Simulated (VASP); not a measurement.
# Sn in VASP: notebook

Aim: see how the results for Sn move with the level of theory and the settings. Levels: HSE06, b88 exchange, pbe correlation, PBE. Tasks: single point, relaxation of cell and atoms.

Everything below comes from runs of VASP 6.6.1. Logs are shortened: lines on timing, memory, paths and dates and some standing lists are left out, and cuts for length are marked.

## (1) The cell of the first run

The structure is cubic, space group Fd-3m (No. 227). The conventional cell has a = 6.552 Å, b = 6.552 Å, c = 6.552 Å, α = 90.00°, β = 90.00°, γ = 90.00°. Sn (site symmetry -43m) has 4 Sn at 2.84 Å within 3.7 Å.

This isn't the form of Sn at room conditions, which is tetragonal (white tin).

## (2) Single point, HSE06

POSCAR reads:

```
Sn
1.0
    0.0000000000      3.2758916636      3.2758916636
    3.2758916636      0.0000000000      3.2758916636
    3.2758916636      3.2758916636      0.0000000000
Sn
2
Direct
    0.7500000000      0.7500000000      0.7500000000
    0.5000000000      0.5000000000      0.5000000000
```

INCAR.step1 reads:

```
PREC     = Accurate       # precision mode
ENCUT    = 520            # plane-wave cutoff, eV
EDIFF    = 1E-5           # SCF threshold, eV
ISMEAR   = -1             # smearing method
SIGMA    = 0.05           # smearing width, eV
LREAL    = False          # projectors in reciprocal space
LASPH    = True           # aspherical terms in the spheres
NELM     = 100            # most SCF steps
ALGO     = Normal         # electronic algorithm
ISIF     = 2              # what is computed and relaxed
LWAVE    = True           # write WAVECAR
GGA      = PE             # functional
NBANDS   = 21             # bands
```

INCAR.step2 reads:

```
PREC     = Accurate       # precision mode
ENCUT    = 520            # plane-wave cutoff, eV
EDIFF    = 1E-6           # SCF threshold, eV
ISMEAR   = -1             # smearing method
SIGMA    = 0.05           # smearing width, eV
LREAL    = False          # projectors in reciprocal space
LASPH    = True           # aspherical terms in the spheres
NELM     = 100            # most SCF steps
ALGO     = Normal         # electronic algorithm
ISIF     = 2              # what is computed and relaxed
LWAVE    = False          # write WAVECAR
LCHARG   = True           # write CHGCAR
GGA      = PE             # functional
LHFCALC  = True           # exact exchange
HFSCREEN = 0.2079         # screening, 1/A
PRECFOCK = Normal       
LELF     = True           # ELF
LVHAR    = True         
ISTART   = 1            
NBANDS   = 21             # bands
```

KPOINTS reads:

```
Automatic mesh
0
Gamma
  4 4 4
```

Potentials or basis: VASP PAW PBE potentials, release 64 (Sn_d).

The run is started by

```console
cat potpaw_PBE.64/Sn_d/POTCAR > POTCAR
cp INCAR.step1 INCAR
mpirun -np 1 vasp_std > vasp.out
cp INCAR.step2 INCAR
mpirun -np 1 vasp_std > vasp.out
```

OUTCAR:

```text
PREC = Accurate
   ENCUT = 520
   EDIFF = 1E-6
   ISMEAR = -1
   LREAL = False
   LASPH = True
   NELM = 100
   ISIF = 2
   GGA = PE
   LHFCALC = True
   HFSCREEN = 0.2079
   PRECFOCK = Normal
   ISTART = 1

 ion  position               nearest neighbor table
   1  0.750  0.750  0.750-   2 2.84   2 2.84   2 2.84   2 2.84
   2  0.500  0.500  0.500-   1 2.84   1 2.84   1 2.84   1 2.84

  LATTYP: Found a face centered cubic cell.
 ALAT       =     6.5517833272

  Lattice vectors:

 A1 = (   0.0000000000,   3.2758916636,   3.2758916636)
 A2 = (   3.2758916636,   0.0000000000,   3.2758916636)
 A3 = (   3.2758916636,   3.2758916636,   0.0000000000)

Analysis of symmetry for initial positions (statically):
=====================================================================
 Subroutine PRICEL returns:
 Original cell was already a primitive cell.

 Routine SETGRP: Setting up the symmetry group for a
 face centered cubic supercell.

 Subroutine GETGRP returns: Found 48 space group operations
 (whereof 24 operations were pure point group operations)
 out of a pool of 48 trial point group operations.

The static configuration has the point symmetry T_d .
 The point group associated with its full space group is O_h .

Analysis of symmetry for dynamics (positions and initial velocities):
=====================================================================
 Subroutine PRICEL returns:
 Original cell was already a primitive cell.

 Routine SETGRP: Setting up the symmetry group for a
 face centered cubic supercell.

 Subroutine GETGRP returns: Found 48 space group operations
 (whereof 24 operations were pure point group operations)
 out of a pool of 48 trial point group operations.

The dynamic configuration has the point symmetry T_d .
 The point group associated with its full space group is O_h .

 Subroutine INISYM returns: Found 48 space group operations
 (whereof 24 operations are pure point group operations),
 and found     1 'primitive' translations

----------------------------------------------------------------------------------------

                                     Primitive cell
[... 72 lines left out ...]
   ENCUT  =  520.0 eV  38.22 Ry    6.18 a.u.   8.61  8.61  8.61*2*pi/ulx,y,z
   NELM   =    100;   NELMIN=  2; NELMDL=  0     # of ELM steps
   EDIFF  = 0.1E-05   stopping-criterion for ELM
   LREAL  =      F    real-space projection
   EDIFFG = 0.1E-04   stopping-criterion for IOM
   NSW    =      0    number of steps for IOM
   IBRION =     -1    ionic relax: 0-MD 1-quasi-New 2-CG
   NFREE  =      0    steps in history (QN), initial steepest desc. (CG)
   ISIF   =      2    stress and relaxation
   ISYM   =      3    0-nonsym 1-usesym 2-fastsym
   POTIM  = 0.5000    time-step for ionic-motion
   TEBEG  =    0.0;   TEEND  =   0.0 temperature during run
   PSTRESS=    0.0 pullay stress
   NELECT =      28.0000    total number of electrons
   NUPDOWN=      -1.0000    fix difference up-down
   EMIN   =  10.00;   EMAX   =-10.00  energy-range for DOS
   EFERMI =   0.00;   METHOD = LEGACY
   ISMEAR =    -1;   SIGMA  =   0.05  broadening in eV -4-tet -1-fermi 0-gaus
   EFERMI_NEDOS =   21; number of points for ismear=-14 and -15
   IALGO  =     38    algorithm
   IMIX   =      1    mixing-type and parameters
     AMIX     =   0.40;   BMIX     =  1.00
     AMIX_MAG =   1.60;   BMIX_MAG =  1.00
  volume/ion in A,a.u.               =      35.16       237.24
  Fermi-wavevector in a.u.,A,eV,Ry     =   1.204448  2.276076 19.737897  1.450694
  Thomas-Fermi vector in A             =   2.340173
   LORBIT       =      0    0 simple, 1 ext, 2 COOP (PROOUT), +10 PAW based schemes
   GGA     = PE    functional components
   LHFCALC =     T    Hartree Fock is set to
   PRECFOCK=normal    Normal, Fast or Accurate (Low or Medium for compatibility)
   ENCUT4O =  -1.0   cutoff for four orbital integrals eV
   NKREDX  =     1    reduce k-point grid by
   NKREDY  =     1    reduce k-point grid by
   NKREDZ  =     1    reduce k-point grid by
   AEXX    =    0.2500 exact exchange contribution
   HFSCREEN=    0.2079 screening length (either q_TF or 0.3 A-1)
   HFSCREENC=   0.2079 screening length for correlation (either q_TF or 0.3 A-1)
   ENCUTFOCK=  -1.0 apply spherical cutoff to Coloumb kernel
   IVDW    =     0    specifies the selected vdW correction
   LEPSILON=     F    determine dielectric tensor
   LRPA    =     F    only Hartree local field effects (RPA)
 non-spin polarized calculation
  energy-cutoff  :      520.00
  volume of cell :       70.31
 maximum number of plane-waves:      1924
 NGX is ok and might be reduce to    36
  NGX = 28; NGY = 28; NGZ = 28

 number of electron      27.9999984 magnetization

 Free energy of the ion-electron system (eV)
  ---------------------------------------------------
  ext. energy  EPLUGINS =         0.00000000
  ---------------------------------------------------
  free energy    TOTEN  =        -8.87137110 eV

  energy without entropy =       -8.86828347  energy(sigma->0) =       -8.86982729

 E-fermi :   5.2150     XC(G=0):  -7.2972

 val. band max:        5.1809159281   @ k =   0.0000   0.0000   0.0000
 cond. band min:       5.5266378208   @ k =   0.5000   0.0000   0.0000
 fundamental gap:      0.3457218927
 Fermi energy:         5.2150249299

 k-point     1 :       0.0000    0.0000    0.0000
  band No.  band energies     occupation
      1     -18.6247      2.00000
      2     -18.6247      2.00000
      3     -18.6247      2.00000
      4     -18.5694      2.00000
      5     -18.5694      2.00000
      6     -18.2727      2.00000
[... 181 lines left out ...]
     20      14.9454      0.00000
     21      16.1372      0.00000

------------------------ aborting loop because EDIFF is reached ----------------------------------------

  FORCE on cell =-STRESS in cart. coord.  units (eV):
  Direction    XX          YY          ZZ          XY          YZ          ZX
  --------------------------------------------------------------------------------------
  -------------------------------------------------------------------------------------
  Total        0.2375210      0.2375210      0.2375210     -0.0000000      0.0000000     -0.0000000
  in kB        5.4124512      5.4124512      5.4124512     -0.0000000      0.0000000     -0.0000000
  external PRESSURE =       5.4124512 kB  Pullay stress =       0.0000000 kB

 VOLUME and BASIS-vectors are now :
 -----------------------------------------------------------------------------
  energy-cutoff  :      520.00
  volume of cell :       70.31
      direct lattice vectors                 reciprocal lattice vectors
     0.000000000  3.275891664  3.275891664    -0.152630200  0.152630200  0.152630200
     3.275891664  0.000000000  3.275891664     0.152630200 -0.152630200  0.152630200
     3.275891664  3.275891664  0.000000000     0.152630200  0.152630200 -0.152630200

 POSITION                                       TOTAL-FORCE (eV/Angst)
 -----------------------------------------------------------------------------------
      4.91384      4.91384      4.91384         0.000000      0.000000      0.000000
      3.27589      3.27589      3.27589        -0.000000     -0.000000     -0.000000
 -----------------------------------------------------------------------------------
    total drift:                               -0.000000     -0.000002      0.000000

  FREE ENERGIE OF THE ION-ELECTRON SYSTEM (eV)
  ---------------------------------------------------
  free  energy   TOTEN  =        -8.8713710992 eV

  energy  without entropy=       -8.8682834721  energy(sigma->0) =       -8.86982729
```

OSZICAR.step1:

```text
N       E                     dE             d eps       ncg     rms          rms(c)
DAV:   1     0.227370092518E+03    0.22737E+03   -0.14660E+04   341   0.191E+03
DAV:   2     0.169266654302E+02   -0.21044E+03   -0.20657E+03   336   0.449E+02
DAV:   3    -0.674591152738E+01   -0.23673E+02   -0.23551E+02   386   0.137E+02
DAV:   4    -0.752133703506E+01   -0.77543E+00   -0.77479E+00   386   0.283E+01
DAV:   5    -0.754795980525E+01   -0.26623E-01   -0.26622E-01   466   0.504E+00    0.312E+00
DAV:   6    -0.750600685415E+01    0.41953E-01   -0.26627E-02   455   0.193E+00    0.184E+00
DAV:   7    -0.748705671736E+01    0.18950E-01   -0.47760E-02   361   0.218E+00    0.167E-01
DAV:   8    -0.748944513657E+01   -0.23884E-02   -0.64490E-03   371   0.885E-01    0.473E-02
DAV:   9    -0.748985099150E+01   -0.40585E-03   -0.50019E-04   389   0.196E-01    0.147E-02
DAV:  10    -0.748988615530E+01   -0.35164E-04   -0.51121E-05   322   0.504E-02    0.560E-03
DAV:  11    -0.748989205068E+01   -0.58954E-05   -0.14479E-05   319   0.463E-02
   1 F= -.74898921E+01 E0= -.74872780E+01  d E =-.522805E-02
```

Wall time 39 min (1 thread of AMD EPYC 7R13 (Zen 3), shared host); peak memory 0.28 GiB.

Results:

| Item | Value |
| --- | --- |
| Free energy | -8.8714 eV |
| Pressure | 0.5 GPa |
| Band gap on the k mesh | zero (filled and empty bands touch) |

Levels at points of the mesh, in eV from the Fermi level:
| k point | band 11 | band 12 | band 13 | band 14 | band 15 | band 16 | band 17 | band 18 |
| --- | --- | --- | --- | --- | --- | --- | --- | --- |
| (0.00, 0.00, 0.00) | -11.60 | -0.38 | -0.03 | -0.03 | -0.03 | 2.57 | 2.57 | 2.57 |
| (0.50, 0.00, 0.00) | -9.84 | -6.87 | -1.30 | -1.30 | 0.31 | 3.68 | 3.68 | 6.20 |
| (0.50, 0.50, 0.00) | -8.22 | -8.22 | -2.72 | -2.72 | 1.17 | 1.17 | 8.44 | 8.44 |

Caveat: the k points lie up to 0.42 Å⁻¹ apart; the PAW data sets were made with another functional, which shifts forces and pressure a little; spin-orbit coupling is left out, which moves the levels of the heavy elements.

(Continued in part 2 of 2.)
